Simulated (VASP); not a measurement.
## Ti: single point with PBEsol

Crystal: Ti.

```
Ti
1.0
     2.90120    0.00000    0.00000
    -1.45060    2.51251    0.00000
     0.00000    0.00000    4.59274
Ti
2
Direct
  0.33333 0.66667 0.25000
  0.66667 0.33333 0.75000
```

* Program: VASP 6.6.1
* Task: single point
* Functional: PBEsol
* Potentials or basis: VASP PAW PBE potentials, release 64 (Ti_sv)
* Cutoff: 520 eV
* k mesh: 12 × 12 × 7
* Occupations: fermi-dirac, width 0.05 eV
* Spin: no spin polarisation
* Dipole correction: no
* Further INCAR settings: ALGO = Normal; EDIFF = 1e-06; NBANDS = 19

```
Pressure               : -0.3 GPa
Band gap on the k mesh : zero (bands 12 and 13 overlap by 1.07 eV)
```

Levels at points of the mesh, in eV from the Fermi level:
| k point | band 9 | band 10 | band 11 | band 12 | band 13 | band 14 | band 15 | band 16 |
| --- | --- | --- | --- | --- | --- | --- | --- | --- |
| (0.00, 0.00, 0.00) | -6.30 | -2.79 | 0.79 | 0.79 | 0.89 | 0.92 | 1.32 | 1.32 |
| (0.50, 0.00, 0.00) | -2.40 | -2.28 | -1.95 | -0.58 | 0.47 | 0.66 | 1.23 | 3.51 |

Wall time 51 s on 1 thread of Intel Xeon 8259CL, on a shared host, peak memory 0.18 GiB.

Caveat: the PAW data sets were made with another functional, which shifts forces and pressure a little.
